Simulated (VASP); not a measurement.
Write the native input for VASP 6.6.1 that does the following.

* Task: single point
* Functional: HF
* Potentials or basis: VASP PAW PBE potentials, release 64 (N, B)
* Cutoff: 520 eV
* k mesh: 6 × 6 × 2
* Occupations: fermi-dirac, width 0.05 eV
* Spin: no spin polarisation
* Dipole correction: no
* Grid for exact exchange (PRECFOCK): Normal
* Further INCAR settings: ALGO = Normal; EDIFF = 1e-06; NBANDS = 16

Crystal: BN.

```
N B
1.0
     2.49824    0.00000    0.00000
    -1.24912    2.16354    0.00000
     0.00000    0.00000    6.63570
N B
2 2
Direct
  0.66667 0.33333 0.25000
  0.33333 0.66667 0.75000
  0.66667 0.33333 0.75000
  0.33333 0.66667 0.25000
```

The input as run:

POSCAR

```
BN
1.0
    2.4982400000      0.0000000000      0.0000000000
   -1.2491200000      2.1635393048      0.0000000000
    0.0000000000      0.0000000000      6.6357000000
N B
2 2
Direct
    0.6666666667      0.3333333333      0.2500000000
    0.3333333333      0.6666666667      0.7500000000
    0.6666666667      0.3333333333      0.7500000000
    0.3333333333      0.6666666667      0.2500000000
```

INCAR.step1

```
SYSTEM = BN
ALGO     = Normal         ! electronic algorithm
EDIFF    = 1E-5           ! SCF threshold, eV
ENCUT    = 520            ! plane-wave cutoff, eV
GGA      = PE             ! functional
ISIF     = 2              ! what is computed and relaxed
ISMEAR   = -1             ! smearing method
LASPH    = .TRUE.         ! aspherical terms in the spheres
LCHARG   = .FALSE.        ! write CHGCAR
LREAL    = .FALSE.        ! projectors in reciprocal space
LWAVE    = .TRUE.         ! write WAVECAR
NBANDS   = 16             ! bands
NELM     = 60             ! most SCF steps
PREC     = Accurate       ! precision mode
SIGMA    = 0.05           ! smearing width, eV
```

INCAR.step2

```
SYSTEM = BN
AEXX     = 1.0            ! exact-exchange fraction
AGGAC    = 0.0          
ALDAC    = 0.0          
ALGO     = Normal         ! electronic algorithm
EDIFF    = 1E-6           ! SCF threshold, eV
ENCUT    = 520            ! plane-wave cutoff, eV
GGA      = PE             ! functional
ISIF     = 2              ! what is computed and relaxed
ISMEAR   = -1             ! smearing method
ISTART   = 1            
LASPH    = .TRUE.         ! aspherical terms in the spheres
LCHARG   = .FALSE.        ! write CHGCAR
LHFCALC  = .TRUE.         ! exact exchange
LREAL    = .FALSE.        ! projectors in reciprocal space
LWAVE    = .FALSE.        ! write WAVECAR
NBANDS   = 16             ! bands
NELM     = 60             ! most SCF steps
PREC     = Accurate       ! precision mode
PRECFOCK = Normal       
SIGMA    = 0.05           ! smearing width, eV
```

KPOINTS

```
k-points
0
G
  6 6 2
  0 0 0
```

Potentials or basis: VASP PAW PBE potentials, release 64 (N, B).

Command:

```bash
$ cat potpaw_PBE.64/N/POTCAR potpaw_PBE.64/B/POTCAR > POTCAR
$ cp INCAR.step1 INCAR
$ mpirun -np 1 vasp_std > vasp.out
$ cp INCAR.step2 INCAR
$ mpirun -np 1 vasp_std > vasp.out
```

Results of the run:

| Property | Result |
| --- | --- |
| Pressure | -0.6 GPa |
| Band gap on the k mesh | 13.27 eV, indirect (least direct gap 13.83 eV) |

Caveat: the k points lie up to 0.48 Å⁻¹ apart; the PAW data sets were made with another functional, which shifts forces and pressure a little.

It took 3.9 min on 1 thread of Intel(R) Xeon(R) 6975P-C (Granite Rapids), with other jobs on the host, peak memory 0.15 GiB.
